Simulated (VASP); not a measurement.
The system is Fe.

```xyz
1
Lattice="-1.4390 1.4390 1.4390 1.4390 -1.4390 1.4390 1.4390 1.4390 -1.4390" Properties=species:S:1:pos:R:3 pbc="T T T"
Fe    0.0000    0.0000    0.0000
```

Base run:

```yaml
Program: VASP 6.6.1
Functional: r2SCAN
Potentials_or_basis: VASP PAW PBE potentials, release 64 (Fe)
Cutoff: 520 eV
k_mesh: 13 × 13 × 13
Occupations: gaussian, width 0.1 eV
Spin: collinear spin, ferromagnetic start
Starting_moments: "[0.4] μB"
```

Its results: pressure -2.9 GPa; site moments Fe +2.72 μB.

After a change of settings the same cell gave: pressure 101.9 GPa; site moments Fe +4.54 μB. Which change was it?
A. moments at the start from [0.4] to [2.4]; fixed moment from none to 2.4 μB
B. moments at the start from [0.4] to [4.19]; fixed moment from none to 4.19 μB
C. moments at the start from [0.4] to [4.79]; fixed moment from none to 4.79 μB
D. moments at the start from [0.4] to [1.8]; fixed moment from none to 1.8 μB

C.

Caveats: the PAW data sets were made with another functional, which shifts forces and pressure a little; the total moment is fixed, so each spin has its own Fermi level (some runs).
